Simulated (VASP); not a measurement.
Input of a VASP 6.6.1 run:

INCAR

```
SYSTEM = Ta5W
ALGO     = Fast           ! electronic algorithm
EDIFF    = 1E-6           ! SCF threshold, eV
ENCUT    = 520            ! plane-wave cutoff, eV
GGA      = PE             ! functional
ISIF     = 2              ! what is computed and relaxed
ISMEAR   = 0              ! smearing method
LASPH    = .True.         ! aspherical terms in the spheres
LCHARG   = .True.         ! write CHGCAR
LELF     = .True.         ! ELF
LREAL    = .False.        ! projectors in reciprocal space
LVHAR    = .True.       
LWAVE    = .False.        ! write WAVECAR
NBANDS   = 44             ! bands
NELM     = 80             ! most SCF steps
PREC     = Accurate       ! precision mode
SIGMA    = 0.1            ! smearing width, eV
```

KPOINTS

```
k-points
0
Gamma
  14 8 6
  0 0 0
```

Contents of POSCAR:

```
Ta5W
1.0
    2.7568480428      0.0000000000      0.0000000000
    0.0000000000      4.7691009556      0.0000000000
    0.0000000000      0.0000000000      8.3030926323
Ta W
5 1
Direct
    0.0000000000      0.0000000000      0.8293527194
    0.5000000000      0.5000000000      0.0000000000
    0.0000000000      0.0000000000      0.1706472806
    0.5000000000      0.5000000000      0.3358505216
    0.5000000000      0.5000000000      0.6641494784
    0.0000000000      0.0000000000      0.5000000000
```

Potentials or basis: VASP PAW PBE potentials, release 64 (Ta_pv, W_sv).

Run with:

```sh
$ cat potpaw_PBE.64/Ta_pv/POTCAR potpaw_PBE.64/W_sv/POTCAR > POTCAR
$ mpirun -np 1 vasp_std > vasp.out
```

(1) Estimate the largest force.

(2) Predict the band gap on the k mesh.

(3) Estimate the pressure.

Answers

(1) 0.010 eV/Å.

(2) zero (an odd number of electrons rules out a gap without spin polarisation).

(3) 0.1 GPa.

Caveat: spin-orbit coupling is left out, which moves the levels of the heavy elements.
